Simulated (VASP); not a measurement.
# Ti2C (R-3m) in VASP: single point with PBEsol

Aim: the single point of Ti2C with PBEsol.

Program: VASP 6.6.1. These are calculated values, not measurements. Logs are shortened: lines on timing, memory, paths and dates and some standing lists are left out, and cuts for length are marked.

**1. The cell of the first run**

Symmetry: R-3m, No. 166, trigonal system. The conventional cell has a = 3.114 Å, b = 3.114 Å, c = 14.152 Å, α = 90.00°, β = 90.00°, γ = 120.00°. Ti (site symmetry 3m) has 3 C at 2.11 Å and 3 Ti at 2.86 Å within 2.9 Å. C (site symmetry -3m) has 6 Ti at 2.11 Å within 2.8 Å.

**2. Single point, PBEsol (biaxial strain in the a-b plane: +2.0 %, then relaxed in part)**

INCAR reads:

```
SYSTEM = Ti2C
PREC     = Accurate       ! precision mode
ENCUT    = 520            ! plane-wave cutoff, eV
EDIFF    = 1E-6           ! SCF threshold, eV
ISMEAR   = 0              ! smearing method
SIGMA    = 0.1            ! smearing width, eV
LREAL    = .FALSE.        ! projectors in reciprocal space
LASPH    = .TRUE.         ! aspherical terms in the spheres
NELM     = 80             ! most SCF steps
ALGO     = Fast           ! electronic algorithm
ISIF     = 2              ! what is computed and relaxed
LWAVE    = .FALSE.        ! write WAVECAR
LCHARG   = .FALSE.        ! write CHGCAR
GGA      = PS             ! functional
NBANDS   = 52             ! bands
```

KPOINTS reads:

```
Automatic mesh
0
G
  12 12 4
  0 0 0
```

POSCAR reads:

```
Ti2C
1.0
    3.1138633355      0.0000000000      0.0000000000
   -1.5569316678      2.6966847525      0.0000000000
    0.0000000000      0.0000000000     14.1520097301
Ti C
6 3
Direct
    0.3333333333      0.6666666667      0.9119596086
    0.0000000000      0.0000000000      0.7547070581
    0.0000000000      0.0000000000      0.2452929419
    0.6666666667      0.3333333333      0.0880403914
    0.6666666667      0.3333333333      0.5786262752
    0.3333333333      0.6666666667      0.4213737248
    0.6666666667      0.3333333333      0.8333333333
    0.3333333333      0.6666666667      0.1666666667
    0.0000000000      0.0000000000      0.5000000000
```

Potentials or basis: VASP PAW PBE potentials, release 64 (Ti_sv, C).

Started as:

```sh
$ cat potpaw_PBE.64/Ti_sv/POTCAR potpaw_PBE.64/C/POTCAR > POTCAR
$ mpirun -np 1 vasp_std > vasp.out
```

OUTCAR:

```text
SYSTEM = Ti2C
   PREC = Accurate
   ENCUT = 520
   EDIFF = 1E-6
   ISMEAR = 0
   LREAL = .FALSE.
   LASPH = .TRUE.
   NELM = 80
   ISIF = 2
   GGA = PS

 ion  position               nearest neighbor table
   1  0.333  0.667  0.912-   7 2.11   7 2.11   7 2.11   2 2.86   2 2.86   2 2.86
   2  0.000  0.000  0.755-   7 2.11   7 2.11   7 2.11   1 2.86   1 2.86   1 2.86
   3  0.000  0.000  0.245-   8 2.11   8 2.11   8 2.11   4 2.86   4 2.86   4 2.86
   4  0.667  0.333  0.088-   8 2.11   8 2.11   8 2.11   3 2.86   3 2.86   3 2.86
   5  0.667  0.333  0.579-   9 2.11   9 2.11   9 2.11   6 2.86   6 2.86   6 2.86
   6  0.333  0.667  0.421-   9 2.11   9 2.11   9 2.11   5 2.86   5 2.86   5 2.86
   7  0.667  0.333  0.833-   2 2.11   2 2.11   2 2.11   1 2.11   1 2.11   1 2.11
   8  0.333  0.667  0.167-   3 2.11   3 2.11   3 2.11   4 2.11   4 2.11   4 2.11
   9  0.000  0.000  0.500-   5 2.11   6 2.11   5 2.11   6 2.11   5 2.11   6 2.11

  LATTYP: Found a hexagonal cell.
 ALAT       =     3.1138633355
 C/A-ratio  =     4.5448397072

  Lattice vectors:

 A1 = (   3.1138633355,   0.0000000000,   0.0000000000)
 A2 = (  -1.5569316678,   2.6966847525,   0.0000000000)
 A3 = (   0.0000000000,   0.0000000000,  14.1520097301)

Analysis of symmetry for initial positions (statically):
=====================================================================
 Subroutine PRICEL returns following result:

  LATTYP: Found a trigonal (rhomboedric) cell.
 ALAT       =     5.0482979982
 COS(alpha) =     0.8097699446

  Lattice vectors:

 A1 = (   1.5569316681,  -0.8988949177,  -4.7173365776)
 A2 = (  -1.5569316684,  -0.8988949171,  -4.7173365748)
 A3 = (   0.0000000003,   1.7977898348,  -4.7173365776)

   3 primitive cells build up your supercell.

 Routine SETGRP: Setting up the symmetry group for a
 hexagonal supercell.

 Subroutine GETGRP returns: Found 12 space group operations
 (whereof 12 operations were pure point group operations)
 out of a pool of 24 trial point group operations.

The static configuration has the point symmetry D_3d.

Analysis of symmetry for dynamics (positions and initial velocities):
=====================================================================
 Subroutine PRICEL returns following result:

  LATTYP: Found a trigonal (rhomboedric) cell.
 ALAT       =     5.0482979982
 COS(alpha) =     0.8097699446

  Lattice vectors:

 A1 = (   1.5569316681,  -0.8988949177,  -4.7173365776)
 A2 = (  -1.5569316684,  -0.8988949171,  -4.7173365748)
 A3 = (   0.0000000003,   1.7977898348,  -4.7173365776)

   3 primitive cells build up your supercell.

 Routine SETGRP: Setting up the symmetry group for a
 hexagonal supercell.

 Subroutine GETGRP returns: Found 12 space group operations
 (whereof 12 operations were pure point group operations)
 out of a pool of 24 trial point group operations.

The dynamic configuration has the point symmetry D_3d.

 Subroutine INISYM returns: Found 12 space group operations
 (whereof 12 operations are pure point group operations),
 and found     3 'primitive' translations

----------------------------------------------------------------------------------------

                                     Primitive cell

  volume of cell :      39.6120

  direct lattice vectors                    reciprocal lattice vectors
     1.556931668 -0.898894918 -4.717336578     0.321144473 -0.185412848 -0.070661342
    -1.556931668 -0.898894917 -4.717336575    -0.321144473 -0.185412848 -0.070661342
     0.000000000  1.797789835 -4.717336578     0.000000000  0.370825696 -0.070661342

  length of vectors
     5.048297998  5.048297996  5.048297998     0.377497976  0.377497976  0.377497976

  position of ions in fractional coordinates (direct lattice)
     0.754707058  0.754707058  0.754707058
     0.245292942  0.245292942  0.245292942
     0.500000000  0.500000000  0.500000000

  ion indices of the primitive-cell ions
   primitive index   ion index
                 1           1
                 2           6
                 3           8

----------------------------------------------------------------------------------------

 KPOINTS: Automatic mesh

Automatic generation of k-mesh.
 Grid dimensions read from file:
 generate k-points for:   12   12    4

 Generating k-lattice:

  Cartesian coordinates                     Fractional coordinates (reciprocal lattice)
     0.026762039  0.015451071  0.000000000     0.083333333 -0.000000000  0.000000000
     0.000000000  0.030902141  0.000000000     0.000000000  0.083333333  0.000000000
     0.000000000  0.000000000  0.017665336     0.000000000  0.000000000  0.250000000

  Length of vectors
     0.030902141  0.030902141  0.017665336

  Shift w.r.t. Gamma in fractional coordinates (k-lattice)
     0.000000000  0.000000000  0.000000000

 Subroutine IBZKPT returns following result:
 ===========================================

 Found     69 irreducible k-points:

 Following reciprocal coordinates:
            Coordinates               Weight
  0.000000  0.000000  0.000000      1.000000
  0.083333 -0.000000  0.000000      6.000000
  0.166667 -0.000000  0.000000      6.000000
  0.250000  0.000000  0.000000      6.000000
  0.333333 -0.000000  0.000000      6.000000
  0.416667  0.000000  0.000000      6.000000
[... 16 lines left out ...]
  0.166667 -0.000000  0.250000      6.000000
  0.000000  0.166667  0.250000      6.000000
 [... further k-points ...]
   k-points           NKPTS =     69   k-points in BZ     NKDIM =     69   number of bands    NBANDS=     52
   number of dos      NEDOS =    301   number of ions     NIONS =      9
   total plane-waves  NPLWV =  62208
   dimension x,y,z NGX =    24 NGY =   24 NGZ =  108
   dimension x,y,z NGXF=    48 NGYF=   48 NGZF=  216
   ions per type =               6   3
   NGX,Y,Z   is equivalent  to a cutoff of  12.81, 12.81, 12.69 a.u.
   NGXF,Y,Z  is equivalent  to a cutoff of  25.63, 25.63, 25.37 a.u.
 SYSTEM =  Ti2C
   PREC   = accura    normal or accurate (medium, high low for compatibility)
   ISTART =      0    job   : 0-new  1-cont  2-samecut
   ICHARG =      2    charge: 1-file 2-atom 10-const
   ISPIN  =      1    spin polarized calculation?
   LNONCOLLINEAR =      F non collinear calculations
   LSORBIT =      F    spin-orbit coupling
   LASPH  =      T    aspherical Exc in radial PAW
   ENCUT  =  520.0 eV  38.22 Ry    6.18 a.u.   5.79  5.79 26.31*2*pi/ulx,y,z
   NELM   =     80;   NELMIN=  2; NELMDL= -5     # of ELM steps
   EDIFF  = 0.1E-05   stopping-criterion for ELM
   LREAL  =      F    real-space projection
   EDIFFG = 0.1E-04   stopping-criterion for IOM
   NSW    =      0    number of steps for IOM
   IBRION =     -1    ionic relax: 0-MD 1-quasi-New 2-CG
   NFREE  =      0    steps in history (QN), initial steepest desc. (CG)
   ISIF   =      2    stress and relaxation
   ISYM   =      2    0-nonsym 1-usesym 2-fastsym
   POTIM  = 0.5000    time-step for ionic-motion
   TEBEG  =    0.0;   TEEND  =   0.0 temperature during run
   PSTRESS=    0.0 pullay stress
   NELECT =      84.0000    total number of electrons
   NUPDOWN=      -1.0000    fix difference up-down
   EMIN   =  10.00;   EMAX   =-10.00  energy-range for DOS
   EFERMI =   0.00;   METHOD = LEGACY
   ISMEAR =     0;   SIGMA  =   0.10  broadening in eV -4-tet -1-fermi 0-gaus
   EFERMI_NEDOS =   21; number of points for ismear=-14 and -15
   IALGO  =     68    algorithm
   IMIX   =      4    mixing-type and parameters
     AMIX     =   0.40;   BMIX     =  1.00
     AMIX_MAG =   1.60;   BMIX_MAG =  1.00
  volume/ion in A,a.u.               =      13.20        89.10
  Fermi-wavevector in a.u.,A,eV,Ry     =   1.458317  2.755820 28.935359  2.126689
  Thomas-Fermi vector in A             =   2.575016
   LORBIT       =      0    0 simple, 1 ext, 2 COOP (PROOUT), +10 PAW based schemes
   GGA     = PS    functional components
   LHFCALC =     F    Hartree Fock is set to
   AEXX    =    0.0000 exact exchange contribution
   IVDW    =     0    specifies the selected vdW correction
   LEPSILON=     F    determine dielectric tensor
   LRPA    =     F    only Hartree local field effects (RPA)
 non-spin polarized calculation
 RMM-DIIS sequential band-by-band and
 Gauss-broadening in eV      SIGMA  =   0.10
  energy-cutoff  :      520.00
  volume of cell :      118.84
 maximum number of plane-waves:      3224
   NGX = 11   NGY = 11   NGZ = 53

 number of electron      83.9999995 magnetization

 Free energy of the ion-electron system (eV)
  ---------------------------------------------------
  ext. energy  EPLUGINS =         0.00000000
  ---------------------------------------------------
  free energy    TOTEN  =       -85.19029045 eV

  energy without entropy =      -85.16184060  energy(sigma->0) =      -85.17606553

 E-fermi :   8.2236     XC(G=0): -11.9637

 val. band max:        8.2186936091   @ k =   0.1667  -0.0000   0.0000
 cond. band min:       8.2240133638   @ k =   0.2500   0.0833   0.5000
 fundamental gap:      0.0053197547
 Fermi energy:         8.2236186729

 k-point     1 :       0.0000    0.0000    0.0000
  band No.  band energies     occupation
      1     -48.2775      2.00000
      2     -48.2568      2.00000
      3     -48.2568      2.00000
      4     -48.1844      2.00000
      5     -48.1844      2.00000
      6     -48.1634      2.00000
[... 44 lines left out ...]
     51       9.8830      0.00000
     52      10.1185      0.00000

 k-point     2 :       0.0833   -0.0000    0.0000
  band No.  band energies     occupation
      1     -48.2731      2.00000
      2     -48.2531      2.00000
      3     -48.2530      2.00000
      4     -48.1829      2.00000
      5     -48.1828      2.00000
      6     -48.1625      2.00000
[... 44 lines left out ...]
     51       9.9964      0.00000
     52      10.0965      0.00000

 k-point     3 :       0.1667   -0.0000    0.0000
  band No.  band energies     occupation
      1     -48.2610      2.00000
      2     -48.2432      2.00000
      3     -48.2424      2.00000
      4     -48.1793      2.00000
      5     -48.1784      2.00000
      6     -48.1603      2.00000
[... 44 lines left out ...]
     51       9.7593      0.00000
     52      10.2746      0.00000
[... 1046 lines left out ...]
 k-point    23 :       0.1667   -0.0000    0.2500
  band No.  band energies     occupation
      1     -48.2595      2.00000
      2     -48.2502      2.00000
      3     -48.2361      2.00000
      4     -48.1856      2.00000
      5     -48.1713      2.00000
      6     -48.1619      2.00000
[... 44 lines left out ...]
     51       9.9397      0.00000
     52      10.1189      0.00000

 k-point    24 :       0.0000    0.1667    0.2500
  band No.  band energies     occupation
      1     -48.2598      2.00000
      2     -48.2494      2.00000
      3     -48.2367      2.00000
      4     -48.1850      2.00000
      5     -48.1721      2.00000
      6     -48.1616      2.00000
[... 44 lines left out ...]
     51       9.8775      0.00000
     52      10.1642      0.00000

 [... further k-points ...]

------------------------ aborting loop because EDIFF is reached ----------------------------------------

  FORCE on cell =-STRESS in cart. coord.  units (eV):
  Direction    XX          YY          ZZ          XY          YZ          ZX
  --------------------------------------------------------------------------------------
  -------------------------------------------------------------------------------------
  Total       -5.0501623     -5.0501623      0.0950418      0.0000000      0.0000000     -0.0000000
  in kB      -68.0876068    -68.0876068      1.2813780      0.0000000      0.0000000     -0.0000000
  external PRESSURE =     -44.9646119 kB  Pullay stress =       0.0000000 kB

 VOLUME and BASIS-vectors are now :
 -----------------------------------------------------------------------------
  energy-cutoff  :      520.00
  volume of cell :      118.84
      direct lattice vectors                 reciprocal lattice vectors
     3.113863336  0.000000000  0.000000000     0.321144473  0.185412848  0.000000000
    -1.556931668  2.696684752  0.000000000     0.000000000  0.370825696  0.000000000
     0.000000000  0.000000000 14.152009730     0.000000000  0.000000000  0.070661342

 POSITION                                       TOTAL-FORCE (eV/Angst)
 -----------------------------------------------------------------------------------
     -0.00000      1.79779     12.90606        -0.000000     -0.000000      0.024681
      0.00000      0.00000     10.68062         0.000000      0.000000     -0.024681
      0.00000      0.00000      3.47139        -0.000000     -0.000000      0.024681
      1.55693      0.89889      1.24595         0.000000      0.000000     -0.024681
      1.55693      0.89889      8.18872        -0.000000     -0.000000      0.024681
     -0.00000      1.79779      5.96329         0.000000      0.000000     -0.024681
      1.55693      0.89889     11.79334         0.000000      0.000000      0.000000
     -0.00000      1.79779      2.35867         0.000000     -0.000000      0.000000
      0.00000      0.00000      7.07600         0.000000     -0.000000      0.000000
 -----------------------------------------------------------------------------------
    total drift:                                0.000000     -0.000000      0.000000

  FREE ENERGIE OF THE ION-ELECTRON SYSTEM (eV)
  ---------------------------------------------------
  free  energy   TOTEN  =       -85.1902904538 eV

  energy  without entropy=      -85.1618406049  energy(sigma->0) =      -85.17606553
```

Run time: 47 min. Hardware: 1 thread of Oxide Virtual Turin-like, shared host; peak memory 0.41 GiB.

What came out:

```yaml
Free_energy: -85.1903 eV
Pressure: -4.5 GPa
Largest_force: 0.025 eV/Å
Band_gap_on_the_k_mesh: zero (bands 42 and 43 overlap by 0.95 eV)
```

Forces on the atoms (eV/Å):
```
Ti   0.000  0.000  0.025
Ti   0.000  0.000 -0.025
Ti   0.000  0.000  0.025
Ti   0.000  0.000 -0.025
Ti   0.000  0.000  0.025
Ti   0.000  0.000 -0.025
C    0.000  0.000  0.000
C    0.000  0.000  0.000
C    0.000  0.000  0.000
```

Stress tensor (GPa, compression positive):
```
-6.81  0.00  0.00
 0.00 -6.81  0.00
 0.00  0.00  0.13
```

Levels at points of the mesh, in eV from the Fermi level:
```tsv
k point	band 40	band 41	band 42	band 43	band 44	band 45
(0.00, 0.00, 0.00)	0.37	0.37	0.62	0.62	0.71	0.71
(0.50, 0.00, 0.00)	-0.93	-0.93	-0.90	0.31	0.31	0.94
(0.00, 0.00, 0.50)	0.47	0.47	0.47	0.47	0.47	0.83
(0.50, 0.00, 0.50)	-0.94	-0.91	-0.91	0.12	0.72	0.72
```

Caveat: the cell differs from its parent crystal (biaxial strain in the a-b plane: +2.0 %, then relaxed in part); the stress differs along the axes, from -7 to 0 GPa; the PAW data sets were made with another functional, which shifts forces and pressure a little.
